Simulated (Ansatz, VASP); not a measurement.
Al: VASP beside Ansatz

The input INCAR:

```
PREC = Accurate ; ENCUT = 520
EDIFF = 1E-6 ; ISMEAR = 0
SIGMA = 0.15 ; LREAL = F
LASPH = T ; NELM = 60
ALGO = Fast ; ISIF = 2
LWAVE = F ; LCHARG = T
GGA = PE ; IVDW = 12
LELF = T ; LVHAR = T
NBANDS = 18
```

Contents of KPOINTS:

```
Automatic mesh
0
Gamma
  18 18 3
```

POSCAR

```
Al
1.0
   -2.8035700760      0.0000000000      0.0000000000
   -1.4017850380     -2.4279629071      0.0000000000
   -0.6230155724     -1.0790946254     14.0252688885
Al
6
Direct
    0.6666666667      0.6296222222      0.0833500000
    0.6666666667      0.4814740741      0.4166833333
    0.6666666667      0.3333259259      0.7500166667
    0.3333333333     -0.0740814815      0.9166833333
    0.3333333333      0.2222148148      0.2500166667
    0.3333333333      0.0740666667      0.5833500000
```

Input for Ansatz:

```yaml
crystal:
  lattice:
    - [-2.803570076, 0.0, 0.0]
    - [-1.401785038, -2.4279629071, 0.0]
    - [-0.6230155724, -1.0790946254, 14.0252688885]
  atoms:
    - { symbol: Al, position: [0.6666666667, 0.6296222222, 0.08335] }
    - { symbol: Al, position: [0.6666666667, 0.4814740741, 0.4166833333] }
    - { symbol: Al, position: [0.6666666667, 0.3333259259, 0.7500166667] }
    - { symbol: Al, position: [0.3333333333, -0.0740814815, 0.9166833333] }
    - { symbol: Al, position: [0.3333333333, 0.2222148148, 0.2500166667] }
    - { symbol: Al, position: [0.3333333333, 0.0740666667, 0.58335] }
basis:
  ecutwfc: 420
kpoints:
  mp_grid: { grid: [18, 18, 3] }
hamiltonian:
  xc: pbe
  pseudopotentials: { kind: paw, azcp: { folder: soft_1 } }
  dispersion: d3bj
scf:
  occupations: { method: gaussian, width: 0.15 }
output:
  forces: true
  stress: true
  eigenvalues: true
```

Alike in both runs: task single point; functional PBE; dispersion D3(BJ); k mesh 18 × 18 × 3; occupations gaussian, width 0.15 eV; no spin polarisation.

|  | VASP | Ansatz |
| --- | --- | --- |
| version | VASP 6.6.1 | Ansatz 0.2.0 |
| potentials or method | VASP PAW PBE potentials, release 64 (Al), cutoff 520 eV | scalar-relativistic, plane waves, PAW |
| valence electrons in the cell | 18 | 18 |

```tsv
	VASP	Ansatz	Ansatz less VASP
gap on the k mesh at the Fermi level (eV)	none	none	-
pressure (GPa)	1.2	1.2	0.00
traceless stress, the component that is largest in VASP (GPa)	-1.88	-1.87	+0.002
rms of the force components (eV/Å)	0.327	0.327	-0.0001
```

Atom by atom the forces differ by 0.000 eV/Å (rms over components). A gap of «none» marks a metal or a gap that the smearing closes.
